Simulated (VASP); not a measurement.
# TiO2 (P4_2/mnm) in VASP: notebook

TiO2 is run at these levels: revPBE+D3(BJ); tasks: single point.

Program: VASP 6.6.1. These are calculated values, not measurements. Logs are shortened: lines on timing, memory, paths and dates and some standing lists are left out, and cuts for length are marked.

## Step 1: The cell of the first run

It takes space group P4_2/mnm (No. 136, tetragonal). Conventional cell: a = 4.506 Å, b = 4.506 Å, c = 2.899 Å, α = 90.00°, β = 90.00°, γ = 90.00°. Within 2.5 Å of Ti (site symmetry mmm) lie 6 O at 1.91 to 1.94 Å. Within 2.5 Å of O (site symmetry m2m) lie 3 Ti at 1.91 to 1.94 Å and 1 O at 2.49 Å.

## Step 2: Single point, revPBE+D3(BJ)

Input file INCAR:

```
SYSTEM = TiO2
PREC = Accurate ; ENCUT = 520
EDIFF = 1E-6 ; ISMEAR = -1
SIGMA = 0.05 ; LREAL = .FALSE.
LASPH = .TRUE. ; NELM = 100
ALGO = Normal ; ISIF = 2
LWAVE = .FALSE. ; LCHARG = .FALSE.
GGA = RE ; IVDW = 12
NBANDS = 33
```

Input file KPOINTS:

```
Automatic mesh
0
G
  6 6 9
  0 0 0
```

Input file POSCAR:

```
TiO2
1.0
    4.5059367448      0.0000000000      0.0000000000
    0.0000000000      4.5059367448      0.0000000000
    0.0000000000      0.0000000000      2.8988044961
Ti O
2 4
Direct
    0.0000000000      0.0000000000      0.5000000000
    0.5000000000      0.5000000000      0.0000000000
    0.3043213200      0.3043213200      0.5000000000
    0.1956786800      0.8043213200      0.0000000000
    0.8043213200      0.1956786800      0.0000000000
    0.6956786800      0.6956786800      0.5000000000
```

Potentials or basis: VASP PAW PBE potentials, release 64 (Ti_sv, O).

Run with:

```sh
> cat potpaw_PBE.64/Ti_sv/POTCAR potpaw_PBE.64/O/POTCAR > POTCAR
> mpirun -np 1 vasp_std > vasp.out
```

OUTCAR:

```text
SYSTEM = TiO2
   PREC = Accurate
   ENCUT = 520
   EDIFF = 1E-6
   ISMEAR = -1
   LREAL = .FALSE.
   LASPH = .TRUE.
   NELM = 100
   ISIF = 2
   GGA = RE
   IVDW = 12
 IVDW          = 12

 ion  position               nearest neighbor table
   1  0.000  0.000  0.500-   4 1.91   5 1.91   4 1.91   5 1.91   3 1.94   6 1.94
   2  0.500  0.500  0.000-   3 1.91   6 1.91   3 1.91   6 1.91   5 1.94   4 1.94
   3  0.304  0.304  0.500-   2 1.91   2 1.91   1 1.94
   4  0.196  0.804  0.000-   1 1.91   1 1.91   2 1.94
   5  0.804  0.196  0.000-   1 1.91   1 1.91   2 1.94
   6  0.696  0.696  0.500-   2 1.91   2 1.91   1 1.94

  LATTYP: Found a simple tetragonal cell.
 ALAT       =     4.5059367448
 C/A-ratio  =     0.6433300466

  Lattice vectors:

 A1 = (   4.5059367448,   0.0000000000,   0.0000000000)
 A2 = (   0.0000000000,   4.5059367448,   0.0000000000)
 A3 = (   0.0000000000,   0.0000000000,   2.8988044961)

Analysis of symmetry for initial positions (statically):
=====================================================================
 Subroutine PRICEL returns:
 Original cell was already a primitive cell.

 Routine SETGRP: Setting up the symmetry group for a
 simple tetragonal supercell.

 Subroutine GETGRP returns: Found 16 space group operations
 (whereof  8 operations were pure point group operations)
 out of a pool of 16 trial point group operations.

The static configuration has the point symmetry D_2h.
 The point group associated with its full space group is D_4h.

Analysis of symmetry for dynamics (positions and initial velocities):
=====================================================================
 Subroutine PRICEL returns:
 Original cell was already a primitive cell.

 Routine SETGRP: Setting up the symmetry group for a
 simple tetragonal supercell.

 Subroutine GETGRP returns: Found 16 space group operations
 (whereof  8 operations were pure point group operations)
 out of a pool of 16 trial point group operations.

The dynamic configuration has the point symmetry D_2h.
 The point group associated with its full space group is D_4h.

 Subroutine INISYM returns: Found 16 space group operations
 (whereof  8 operations are pure point group operations),
 and found     1 'primitive' translations

----------------------------------------------------------------------------------------

                                     Primitive cell

  volume of cell :      58.8558

  direct lattice vectors                    reciprocal lattice vectors
     4.505936745  0.000000000  0.000000000     0.221929436  0.000000000  0.000000000
     0.000000000  4.505936745  0.000000000     0.000000000  0.221929436  0.000000000
     0.000000000  0.000000000  2.898804496     0.000000000  0.000000000  0.344969797

  length of vectors
     4.505936745  4.505936745  2.898804496     0.221929436  0.221929436  0.344969797

  position of ions in fractional coordinates (direct lattice)
     0.000000000  0.000000000  0.500000000
     0.500000000  0.500000000  0.000000000
     0.304321320  0.304321320  0.500000000
     0.195678680  0.804321320  0.000000000
     0.804321320  0.195678680  0.000000000
     0.695678680  0.695678680  0.500000000

  ion indices of the primitive-cell ions
   primitive index   ion index
                 1           1
                 2           2
                 3           3
                 4           4
                 5           5
                 6           6

----------------------------------------------------------------------------------------

 KPOINTS: Automatic mesh

Automatic generation of k-mesh.
 Grid dimensions read from file:
 generate k-points for:    6    6    9

 Generating k-lattice:

  Cartesian coordinates                     Fractional coordinates (reciprocal lattice)
     0.036988239  0.000000000  0.000000000     0.166666667  0.000000000  0.000000000
     0.000000000  0.036988239  0.000000000     0.000000000  0.166666667  0.000000000
     0.000000000  0.000000000  0.038329977     0.000000000  0.000000000  0.111111111

  Length of vectors
     0.036988239  0.036988239  0.038329977

  Shift w.r.t. Gamma in fractional coordinates (k-lattice)
     0.000000000  0.000000000  0.000000000

 Subroutine IBZKPT returns following result:
 ===========================================

 Found     50 irreducible k-points:

 Following reciprocal coordinates:
            Coordinates               Weight
  0.000000  0.000000  0.000000      1.000000
  0.166667  0.000000  0.000000      4.000000
  0.333333  0.000000  0.000000      4.000000
  0.500000  0.000000  0.000000      2.000000
  0.166667  0.166667  0.000000      4.000000
  0.333333  0.166667  0.000000      8.000000
[... 16 lines left out ...]
  0.333333  0.000000  0.222222      8.000000
  0.500000  0.000000  0.222222      4.000000
 [... further k-points ...]
   k-points           NKPTS =     50   k-points in BZ     NKDIM =     50   number of bands    NBANDS=     33
   number of dos      NEDOS =    301   number of ions     NIONS =      6
   total plane-waves  NPLWV =  31104
   dimension x,y,z NGX =    36 NGY =   36 NGZ =   24
   dimension x,y,z NGXF=    72 NGYF=   72 NGZF=   48
   ions per type =               2   4
   NGX,Y,Z   is equivalent  to a cutoff of  13.28, 13.28, 13.76 a.u.
   NGXF,Y,Z  is equivalent  to a cutoff of  26.56, 26.56, 27.53 a.u.
 SYSTEM =  TiO2
   PREC   = accura    normal or accurate (medium, high low for compatibility)
   ISTART =      0    job   : 0-new  1-cont  2-samecut
   ICHARG =      2    charge: 1-file 2-atom 10-const
   ISPIN  =      1    spin polarized calculation?
   LNONCOLLINEAR =      F non collinear calculations
   LSORBIT =      F    spin-orbit coupling
   LASPH  =      T    aspherical Exc in radial PAW
   ENCUT  =  520.0 eV  38.22 Ry    6.18 a.u.   8.38  8.38  5.39*2*pi/ulx,y,z
   NELM   =    100;   NELMIN=  2; NELMDL= -5     # of ELM steps
   EDIFF  = 0.1E-05   stopping-criterion for ELM
   LREAL  =      F    real-space projection
   EDIFFG = 0.1E-04   stopping-criterion for IOM
   NSW    =      0    number of steps for IOM
   IBRION =     -1    ionic relax: 0-MD 1-quasi-New 2-CG
   NFREE  =      0    steps in history (QN), initial steepest desc. (CG)
   ISIF   =      2    stress and relaxation
   ISYM   =      2    0-nonsym 1-usesym 2-fastsym
   POTIM  = 0.5000    time-step for ionic-motion
   TEBEG  =    0.0;   TEEND  =   0.0 temperature during run
   PSTRESS=    0.0 pullay stress
   NELECT =      48.0000    total number of electrons
   NUPDOWN=      -1.0000    fix difference up-down
   EMIN   =  10.00;   EMAX   =-10.00  energy-range for DOS
   EFERMI =   0.00;   METHOD = LEGACY
   ISMEAR =    -1;   SIGMA  =   0.05  broadening in eV -4-tet -1-fermi 0-gaus
   EFERMI_NEDOS =   21; number of points for ismear=-14 and -15
   IALGO  =     38    algorithm
   IMIX   =      4    mixing-type and parameters
     AMIX     =   0.40;   BMIX     =  1.00
     AMIX_MAG =   1.60;   BMIX_MAG =  1.00
  volume/ion in A,a.u.               =       9.81        66.20
  Fermi-wavevector in a.u.,A,eV,Ry     =   1.529533  2.890398 31.830441  2.339471
  Thomas-Fermi vector in A             =   2.637141
   LORBIT       =      0    0 simple, 1 ext, 2 COOP (PROOUT), +10 PAW based schemes
   GGA     = RE    functional components
   LHFCALC =     F    Hartree Fock is set to
   AEXX    =    0.0000 exact exchange contribution
   IVDW    =    12    specifies the selected vdW correction
   LEPSILON=     F    determine dielectric tensor
   LRPA    =     F    only Hartree local field effects (RPA)
 non-spin polarized calculation
  energy-cutoff  :      520.00
  volume of cell :       58.86
 maximum number of plane-waves:      1612
 NGX is ok and might be reduce to    36
   NGX = 17   NGY = 17   NGZ = 11

 number of electron      47.9999993 magnetization

 Free energy of the ion-electron system (eV)
  ---------------------------------------------------
  ext. energy  EPLUGINS =         0.00000000
  ---------------------------------------------------
  free energy    TOTEN  =       -51.06380331 eV

  energy without entropy =      -51.06380331  energy(sigma->0) =      -51.06380331

 E-fermi :   6.5495     XC(G=0): -11.5443

 val. band max:        5.5845344225   @ k =   0.0000   0.0000   0.0000
 cond. band min:       7.6019059810   @ k =   0.0000   0.0000   0.0000
 fundamental gap:      2.0173715585
 Fermi energy:         6.5495210873

 k-point     1 :       0.0000    0.0000    0.0000
  band No.  band energies     occupation
      1     -51.2420      2.00000
      2     -51.2187      2.00000
      3     -27.5637      2.00000
      4     -27.5637      2.00000
      5     -27.3515      2.00000
      6     -27.3515      2.00000
[... 25 lines left out ...]
     32      12.7153      0.00000
     33      12.7153      0.00000

 k-point     2 :       0.1667    0.0000    0.0000
  band No.  band energies     occupation
      1     -51.2404      2.00000
      2     -51.2203      2.00000
      3     -27.5522      2.00000
      4     -27.5510      2.00000
      5     -27.3659      2.00000
      6     -27.3646      2.00000
[... 25 lines left out ...]
     32      12.6093      0.00000
     33      12.6315      0.00000

 k-point     3 :       0.3333    0.0000    0.0000
  band No.  band energies     occupation
      1     -51.2361      2.00000
      2     -51.2245      2.00000
      3     -27.5210      2.00000
      4     -27.5177      2.00000
      5     -27.4023      2.00000
      6     -27.3989      2.00000
[... 25 lines left out ...]
     32      12.3965      0.00000
     33      12.4397      0.00000

 k-point     4 :       0.5000    0.0000    0.0000
  band No.  band energies     occupation
      1     -51.2303      2.00000
      2     -51.2303      2.00000
      3     -27.4916      2.00000
      4     -27.4916      2.00000
      5     -27.4299      2.00000
      6     -27.4299      2.00000
[... 25 lines left out ...]
     32      12.2164      0.00000
     33      12.3088      0.00000

 k-point     5 :       0.1667    0.1667    0.0000
  band No.  band energies     occupation
      1     -51.2391      2.00000
      2     -51.2216      2.00000
      3     -27.5680      2.00000
      4     -27.5159      2.00000
      5     -27.4032      2.00000
      6     -27.3489      2.00000
[... 604 lines left out ...]
 k-point    22 :       0.1667    0.0000    0.2222
  band No.  band energies     occupation
      1     -51.2165      2.00000
      2     -51.2010      2.00000
      3     -27.5355      2.00000
      4     -27.5057      2.00000
      5     -27.4835      2.00000
      6     -27.4770      2.00000
[... 25 lines left out ...]
     32      11.9115      0.00000
     33      12.1628      0.00000

 k-point    23 :       0.3333    0.0000    0.2222
  band No.  band energies     occupation
      1     -51.2132      2.00000
      2     -51.2043      2.00000
      3     -27.5423      2.00000
      4     -27.5206      2.00000
      5     -27.4590      2.00000
      6     -27.4437      2.00000
[... 25 lines left out ...]
     32      11.4729      0.00000
     33      12.2335      0.00000

 k-point    24 :       0.5000    0.0000    0.2222
  band No.  band energies     occupation
      1     -51.2088      2.00000
      2     -51.2088      2.00000
      3     -27.5358      2.00000
      4     -27.5358      2.00000
      5     -27.4323      2.00000
      6     -27.4323      2.00000
[... 25 lines left out ...]
     32      11.2893      0.00000
     33      12.6806      0.00000

 [... further k-points ...]

------------------------ aborting loop because EDIFF is reached ----------------------------------------

 Edisp (eV)   -3.08926

 E8    (eV) :    -2.0568

  FORCE on cell =-STRESS in cart. coord.  units (eV):
  Direction    XX          YY          ZZ          XY          YZ          ZX
  --------------------------------------------------------------------------------------
  -------------------------------------------------------------------------------------
  Total       5.91745     5.91745     7.40839     0.00000     0.00000     0.00000
  in kB     161.08549   161.08549   201.67178     0.00000     0.00000     0.00000
  external pressure =      174.61 kB  Pullay stress =        0.00 kB

 VOLUME and BASIS-vectors are now :
 -----------------------------------------------------------------------------
  energy-cutoff  :      520.00
  volume of cell :       58.86
      direct lattice vectors                 reciprocal lattice vectors
     4.505936745  0.000000000  0.000000000     0.221929436  0.000000000  0.000000000
     0.000000000  4.505936745  0.000000000     0.000000000  0.221929436  0.000000000
     0.000000000  0.000000000  2.898804496     0.000000000  0.000000000  0.344969797

 POSITION                                       TOTAL-FORCE (eV/Angst)
 -----------------------------------------------------------------------------------
      0.00000      0.00000      1.44940         0.000000      0.000000     -0.000000
      2.25297      2.25297      0.00000         0.000000      0.000000     -0.000000
      1.37125      1.37125      1.44940        -0.263363     -0.263363     -0.000000
      0.88172      3.62422      0.00000         0.263363     -0.263363     -0.000000
      3.62422      0.88172      0.00000        -0.263363      0.263363      0.000000
      3.13468      3.13468      1.44940         0.263363      0.263363      0.000000
 -----------------------------------------------------------------------------------
    total drift:                                0.000000      0.000000      0.000000

  FREE ENERGIE OF THE ION-ELECTRON SYSTEM (eV)
  ---------------------------------------------------
  free  energy   TOTEN  =       -54.1530595414 eV

  energy  without entropy=      -54.1530595413  energy(sigma->0) =      -54.15305954
```

Run time: 37 s. Hardware: 1 thread of Intel Xeon 6975P-C (Granite Rapids), shared host; peak memory 0.22 GiB.

Results:

- Free energy: -54.1531 eV
- Pressure: 17.5 GPa
- Largest force: 0.372 eV/Å
- Band gap on the k mesh: 2.02 eV, direct
- Dispersion energy per atom: -0.515 eV

Forces in eV/Å, atoms in the order of the input:
```
Ti   0.000  0.000  0.000
Ti   0.000  0.000  0.000
O   -0.263 -0.263  0.000
O    0.263 -0.263  0.000
O   -0.263  0.263  0.000
O    0.263  0.263  0.000
```

Stress tensor (GPa, compression positive):
```
16.11  0.00  0.00
 0.00 16.11  0.00
 0.00  0.00 20.17
```

Levels at points of the mesh, in eV from the valence-band top:
| k point | band 21 | band 22 | band 23 | band 24 | band 25 | band 26 | band 27 | band 28 |
| --- | --- | --- | --- | --- | --- | --- | --- | --- |
| (0.00, 0.00, 0.00) | -0.69 | -0.46 | -0.46 | 0.00 | 2.02 | 2.36 | 2.60 | 2.71 |
| (0.50, 0.00, 0.00) | -1.69 | -1.69 | -0.80 | -0.80 | 2.77 | 2.77 | 3.30 | 3.30 |
| (0.50, 0.50, 0.00) | -1.32 | -1.32 | -1.07 | -1.07 | 2.07 | 2.07 | 2.74 | 2.74 |

Caveat: the PAW data sets were made with another functional, which shifts forces and pressure a little. A k mesh can miss the band edges.

## Step 3: Single point, revPBE+D3(BJ)

This run uses another cell than the first one, of 10.02 Å³/atom, 1.021 times its volume.

Input file INCAR:

```
SYSTEM = TiO2
PREC     = Accurate       ! precision mode
ENCUT    = 520            ! plane-wave cutoff, eV
EDIFF    = 1E-6           ! SCF threshold, eV
ISMEAR   = -1             ! smearing method
SIGMA    = 0.05           ! smearing width, eV
LREAL    = .FALSE.        ! projectors in reciprocal space
LASPH    = .TRUE.         ! aspherical terms in the spheres
NELM     = 80             ! most SCF steps
ALGO     = Normal         ! electronic algorithm
ISIF     = 2              ! what is computed and relaxed
LWAVE    = .FALSE.        ! write WAVECAR
LCHARG   = .FALSE.        ! write CHGCAR
GGA      = RE             ! functional
IVDW     = 12             ! dispersion correction
NBANDS   = 33             ! bands
```

Input file KPOINTS:

```
regular mesh
0
G
  6 6 9
  0 0 0
```

POSCAR: that of step 2 with these lines changed.

```diff
@@ -2,5 +2,5 @@
 1.0
-    4.5059367448      0.0000000000      0.0000000000
-    0.0000000000      4.5059367448      0.0000000000
-    0.0000000000      0.0000000000      2.8988044961
+    4.5376697393      0.0000000000      0.0000000000
+    0.0000000000      4.5376697393      0.0000000000
+    0.0000000000      0.0000000000      2.9192192849
 Ti O
```

Potentials or basis: VASP PAW PBE potentials, release 64 (Ti_sv, O).

Run with:

```sh
> cat potpaw_PBE.64/Ti_sv/POTCAR potpaw_PBE.64/O/POTCAR > POTCAR
> mpirun -np 1 vasp_std > vasp.out
```

It took 36 s on 1 thread of Intel Xeon 6975P-C (Granite Rapids), shared host; peak memory 0.23 GiB.

Results (log left out):

* Free energy: -54.2672 eV
* Pressure: 11.3 GPa
* Largest force: 0.259 eV/Å
* Band gap on the k mesh: 1.97 eV, direct
* Dispersion energy per atom: -0.504 eV

Forces in eV/Å, atoms in the order of the input:
```
Ti   0.000  0.000  0.000
Ti   0.000  0.000  0.000
O   -0.183 -0.183  0.000
O    0.183 -0.183  0.000
O   -0.183  0.183  0.000
O    0.183  0.183  0.000
```

Stress tensor (GPa, compression positive):
```
10.45  0.00  0.00
 0.00 10.45  0.00
 0.00  0.00 12.96
```

Levels at points of the mesh, in eV from the valence-band top:
```
           k point  band 22  band 23  band 24  band 25  band 26  band 27
(0.00, 0.00, 0.00)    -0.46    -0.46     0.00     1.97     2.29     2.53
(0.50, 0.00, 0.00)    -1.67    -0.78    -0.78     2.69     2.69     3.20
(0.50, 0.50, 0.00)    -1.32    -1.07    -1.07     2.01     2.01     2.66
```

Caveat: the PAW data sets were made with another functional, which shifts forces and pressure a little. A k mesh can miss the band edges.

## Step 4: Single point, revPBE+D3(BJ)

This run uses another cell than the first one, of 10.23 Å³/atom, 1.043 times its volume.

Input file INCAR:

```
SYSTEM = TiO2
  ALGO = Normal
  EDIFF = 1E-6
  ENCUT = 520
  GGA = RE
  ISIF = 2
  ISMEAR = -1
  IVDW = 12
  LASPH = .True.
  LCHARG = .False.
  LREAL = .False.
  LWAVE = .False.
  NBANDS = 33
  NELM = 80
  PREC = Accurate
  SIGMA = 0.05
```

Input file KPOINTS:

```
k-points
0
Gamma
  6 6 9
  0 0 0
```

POSCAR: that of step 3 with these lines changed.

```diff
@@ -2,5 +2,5 @@
 1.0
-    4.5376697393      0.0000000000      0.0000000000
-    0.0000000000      4.5376697393      0.0000000000
-    0.0000000000      0.0000000000      2.9192192849
+    4.5689650023      0.0000000000      0.0000000000
+    0.0000000000      4.5689650023      0.0000000000
+    0.0000000000      0.0000000000      2.9393524679
 Ti O
```

Run with:

```sh
> cat potpaw_PBE.64/Ti_sv/POTCAR potpaw_PBE.64/O/POTCAR > POTCAR
> mpirun -np 1 vasp_std > vasp.out
```

It took 36 s on 1 thread of Intel Xeon 6975P-C (Granite Rapids), shared host; peak memory 0.23 GiB.

Results (log left out):

- Free energy: -54.3356 eV
- Pressure: 5.7 GPa
- Largest force: 0.154 eV/Å
- Band gap on the k mesh: 1.92 eV, direct
- Dispersion energy per atom: -0.493 eV

Forces in eV/Å, atoms in the order of the input:
```
Ti   0.000  0.000  0.000
Ti   0.000  0.000  0.000
O   -0.109 -0.109  0.000
O    0.109 -0.109  0.000
O   -0.109  0.109  0.000
O    0.109  0.109  0.000
```

Stress tensor (GPa, compression positive):
```
5.36 0.00 0.00
0.00 5.36 0.00
0.00 0.00 6.46
```

Levels at points of the mesh, in eV from the valence-band top:
```csv
k point,band 21,band 22,band 23,band 24,band 25,band 26,band 27,band 28
"(0.00, 0.00, 0.00)",-0.70,-0.45,-0.45,0.00,1.92,2.23,2.46,2.56
"(0.50, 0.00, 0.00)",-1.66,-1.66,-0.76,-0.76,2.61,2.61,3.10,3.10
"(0.50, 0.50, 0.00)",-1.31,-1.31,-1.07,-1.07,1.95,1.95,2.58,2.58
```

Caveat: the PAW data sets were made with another functional, which shifts forces and pressure a little.

[end of part 1 of 2]
